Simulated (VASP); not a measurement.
# Ta (Im-3m) in VASP: further runs, part 2 of 2

VASP 6.6.1. Earlier steps stand in the parts before.

## 6. Relaxation of cell and atoms, LDA, target pressure 20 GPa, at which the enthalpy is minimised

This run uses another cell than the first one, of 18.01 Å³/atom, 1.161 times its volume.

INCAR reads:

```
ALGO = Normal
EDIFF = 1E-7
EDIFFG = -0.02
ENCUT = 600
IBRION = 2
ISIF = 3
ISMEAR = 0
LASPH = True
LCHARG = False
LREAL = False
LWAVE = False
NELM = 100
NSW = 60
PREC = Accurate
PSTRESS = 200.0
SIGMA = 0.1
```

KPOINTS reads:

```
k-points
0
Gamma
  7 7 7
```

POSCAR reads:

```
Ta
1.0
   -1.6512800000      1.6512800000      1.6512800000
    1.6512800000     -1.6512800000      1.6512800000
    1.6512800000      1.6512800000     -1.6512800000
Ta
1
Direct
    0.0000000000      0.0000000000      0.0000000000
```

Potentials or basis: VASP PAW LDA potentials, release 64 (Ta_pv).

Command:

```console
cat potpaw_LDA.64/Ta_pv/POTCAR > POTCAR
mpirun -np 1 vasp_std > vasp.out
```

OUTCAR:

```text
EDIFF = 1E-7
   EDIFFG = -0.02
   ENCUT = 600
   IBRION = 2
   ISIF = 3
   ISMEAR = 0
   LASPH = True
   LREAL = False
   NELM = 100
   NSW = 60
   PREC = Accurate
   PSTRESS = 200.0

 ion  position               nearest neighbor table
   1  0.000  0.000  0.000-

  LATTYP: Found a body centered cubic cell.
 ALAT       =     3.3025600000

  Lattice vectors:

 A1 = (  -1.6512800000,   1.6512800000,   1.6512800000)
 A2 = (   1.6512800000,  -1.6512800000,   1.6512800000)
 A3 = (   1.6512800000,   1.6512800000,  -1.6512800000)

Analysis of symmetry for initial positions (statically):
=====================================================================
 Subroutine PRICEL returns:
 Original cell was already a primitive cell.

 Routine SETGRP: Setting up the symmetry group for a
 body centered cubic supercell.

 Subroutine GETGRP returns: Found 48 space group operations
 (whereof 48 operations were pure point group operations)
 out of a pool of 48 trial point group operations.

The static configuration has the point symmetry O_h .

Analysis of symmetry for dynamics (positions and initial velocities):
=====================================================================
 Subroutine PRICEL returns:
 Original cell was already a primitive cell.

 Routine SETGRP: Setting up the symmetry group for a
 body centered cubic supercell.

 Subroutine GETGRP returns: Found 48 space group operations
 (whereof 48 operations were pure point group operations)
 out of a pool of 48 trial point group operations.

The dynamic configuration has the point symmetry O_h .

 Subroutine INISYM returns: Found 48 space group operations
 (whereof 48 operations are pure point group operations),
 and found     1 'primitive' translations

----------------------------------------------------------------------------------------
[... 109 lines left out ...]
  Thomas-Fermi vector in A             =   2.513061
   LORBIT       =      0    0 simple, 1 ext, 2 COOP (PROOUT), +10 PAW based schemes
   GGA     = CA    functional components
   LHFCALC =     F    Hartree Fock is set to
   AEXX    =    0.0000 exact exchange contribution
   IVDW    =     0    specifies the selected vdW correction
   LEPSILON=     F    determine dielectric tensor
   LRPA    =     F    only Hartree local field effects (RPA)
 conjugate gradient relaxation of ions
 non-spin polarized calculation
 Gauss-broadening in eV      SIGMA  =   0.10
  energy-cutoff  :      600.00
  volume of cell :       18.01
 maximum number of plane-waves:       610
   NGX = 11   NGY = 11   NGZ = 11

--------------------------------------- Ionic step        1  -------------------------------------------

 number of electron      11.0000002 magnetization

 Free energy of the ion-electron system (eV)
  ---------------------------------------------------
  ext. energy  EPLUGINS =         0.00000000
  ---------------------------------------------------
  free energy    TOTEN  =       -12.83155770 eV

  energy without entropy =      -12.82860696  energy(sigma->0) =      -12.83008233

------------------------ aborting loop because EDIFF is reached ----------------------------------------

  FORCE on cell =-STRESS in cart. coord.  units (eV):
  Direction    XX          YY          ZZ          XY          YZ          ZX
  --------------------------------------------------------------------------------------
  -------------------------------------------------------------------------------------
  Total       -0.7914664     -0.7914664     -0.7914664     -0.0000000     -0.0000000     -0.0000000
  in kB      -70.4078262    -70.4078262    -70.4078262     -0.0000000     -0.0000000     -0.0000000
  external PRESSURE =    -270.4078262 kB  Pullay stress =     200.0000000 kB
[... 24 lines left out ...]
--------------------------------------- Ionic step        2  -------------------------------------------

 number of electron      11.0000001 magnetization

 E-fermi :  10.4509     XC(G=0): -15.3980

 val. band max:       10.3994607324   @ k =  -0.1429   0.1429   0.1429
 cond. band min:      10.7343979266   @ k =   0.2857   0.0000   0.0000
 fundamental gap:      0.3349371942
 Fermi energy:        10.4509031150

 k-point     1 :       0.0000    0.0000    0.0000
  band No.  band energies     occupation
      1     -20.8210      2.00000
      2     -20.8210      2.00000
      3     -20.8210      2.00000
      4       1.1329      2.00000
      5      10.3907      1.60567
      6      10.3907      1.60567
      7      10.3907      1.60567
      8      15.6168      0.00000
      9      15.6168      0.00000
[... 336 lines left out ...]
--------------------------------------- Ionic step        5  -------------------------------------------

 number of electron      11.0000001 magnetization

 Free energy of the ion-electron system (eV)
  ---------------------------------------------------
  ext. energy  EPLUGINS =         0.00000000
  ---------------------------------------------------
  free energy    TOTEN  =       -12.76671520 eV

  energy without entropy =      -12.75594550  energy(sigma->0) =      -12.76133035

 E-fermi :   6.1683     XC(G=0): -13.3698

 val. band max:        6.1074063865   @ k =   0.2857   0.1429   0.1429
 cond. band min:       6.1868709758   @ k =  -0.2857   0.2857   0.1429
 fundamental gap:      0.0794645894
 Fermi energy:         6.1682899016

 k-point     1 :       0.0000    0.0000    0.0000
  band No.  band energies     occupation
      1     -26.1604      2.00000
      2     -26.1604      2.00000
      3     -26.1604      2.00000
      4      -1.8870      2.00000
      5       6.9713      0.00000
      6       6.9713      0.00000
      7       6.9713      0.00000
      8      10.6505      0.00000
      9      10.6505      0.00000
[... 258 lines left out ...]
  energy  without entropy=      -12.7559455038  energy(sigma->0) =      -12.76133035

  enthalpy is  TOTEN    =       -10.7519214946 eV   P V=        2.0147937103

 reached required accuracy - stopping structural energy minimisation
```

OSZICAR:

```text
N       E                     dE             d eps       ncg     rms          rms(c)
DAV:   1     0.496773888475E+02    0.49677E+02   -0.67444E+03   360   0.128E+03
DAV:   2    -0.127738201754E+02   -0.62451E+02   -0.61744E+02   489   0.262E+02
DAV:   3    -0.133438257124E+02   -0.57001E+00   -0.56343E+00   392   0.263E+01
[... 38 lines left out ...]
DAV:   1    -0.127672051940E+02    0.51447E-02   -0.16863E-02   366   0.195E+00    0.219E-01
DAV:   2    -0.127668054917E+02    0.39970E-03   -0.52546E-04   366   0.306E-01    0.755E-02
DAV:   3    -0.127667138157E+02    0.91676E-04   -0.28203E-04   373   0.217E-01    0.258E-02
DAV:   4    -0.127667152074E+02   -0.13917E-05   -0.40716E-06   429   0.218E-02    0.301E-03
DAV:   5    -0.127667152049E+02    0.24936E-08   -0.28196E-07   370   0.667E-03
   5 F= -.10751921E+02 E0= -.10746537E+02  d E =-.168598E+00
```

CONTCAR:

```text
Ta
   1.00000000000000
    -1.5920268719149246    1.5920268719149246    1.5920268719149246
     1.5920268719149246   -1.5920268719149246    1.5920268719149246
     1.5920268719149246    1.5920268719149246   -1.5920268719149246
  Ta
     1
Direct
     0.0000000000000000    0.0000000000000000    0.0000000000000000

  0.00000000E+00  0.00000000E+00  0.00000000E+00
```

It took 5.1 s on 1 thread of Intel Xeon 6975P-C (Granite Rapids), shared host; peak memory 0.14 GiB.

Results:

```
Free energy                                            : -12.7667 eV
Relaxed volume                                         : 16.14 Å³/atom
Relaxed cell                                           : a = 2.757 Å, b = 2.757 Å, c = 2.757 Å, α = 109.47°, β = 109.47°, γ = 109.47°
Space group after relaxing (to 0.05 Å)                 : Im-3m (No. 229)
Energy change on relaxing (the enthalpy is what falls) : +64.8 meV/atom
Ionic steps                                            : 5
Pressure after relaxing                                : 20.0 GPa
```

Step by step:
| step | energy change (eV) | largest force (eV/Å) | pressure (GPa) | volume (Å³) |
| --- | --- | --- | --- | --- |
| 1 | 0.0000 | 0.0000 | -7.04 | 18.01 |
| 2 | 2.8436 | 0.0000 | 207.87 | 11.19 |
| 3 | 0.0445 | 0.0000 | 17.02 | 16.32 |
| 4 | 0.0592 | 0.0000 | 19.21 | 16.19 |
| 5 | 0.0648 | 0.0000 | 19.99 | 16.14 |

Final structure:
```
Ta
1.0
    -1.59203    1.59203    1.59203
     1.59203   -1.59203    1.59203
     1.59203    1.59203   -1.59203
Ta
1
Direct
  0.00000 0.00000 0.00000
```

Levels at points of the mesh, in eV from the Fermi level:
| k point | band 3 | band 4 | band 5 | band 6 | band 7 | band 8 |
| --- | --- | --- | --- | --- | --- | --- |
| (0.00, 0.00, 0.00) | -32.33 | -8.06 | 0.80 | 0.80 | 0.80 | 4.48 |

Caveat: the k points lie up to 0.40 Å⁻¹ apart in the final cell; the cell is relaxed towards a set pressure, so the enthalpy falls and the energy may rise; spin-orbit coupling is left out, which moves the levels of the heavy elements. Zero-point motion and thermal expansion aren't in these numbers.

## 7. Overview

| task | cell | cutoff (eV) | gap on the mesh (eV) | pressure (GPa) |
| --- | --- | --- | --- | --- |
| single point | a = 2.722 Å, angles 109.5°, 1 atom | 520 | none | 31.0 |
| single point | a = 2.825 Å, angles 109.5°, 1 atom | 520 | none | 1.0 |
| relaxation of cell and atoms | relaxed from a = 2.860 Å, angles 109.5°, 1 atom | 600 | none | 0.0 |
| relaxation of cell and atoms | relaxed to 10 GPa from a = 2.860 Å, angles 109.5°, 1 atom | 600 | none | 9.9 |
| relaxation of cell and atoms | relaxed to 20 GPa from a = 2.860 Å, angles 109.5°, 1 atom | 600 | none | 20.0 |

Alike in all rows: level LDA; potentials or basis VASP PAW LDA potentials, release 64 (Ta_pv); no spin polarisation; k mesh 7 × 7 × 7; smearing gaussian 0.1 eV.

Caveats: all runs use coarse meshes; spin-orbit coupling is left out, which moves the levels of the heavy elements; the cell is relaxed towards a set pressure, so the enthalpy falls and the energy may rise (some runs).

Total energies depend on the potentials used, so only differences within one code and one set of settings carry meaning.
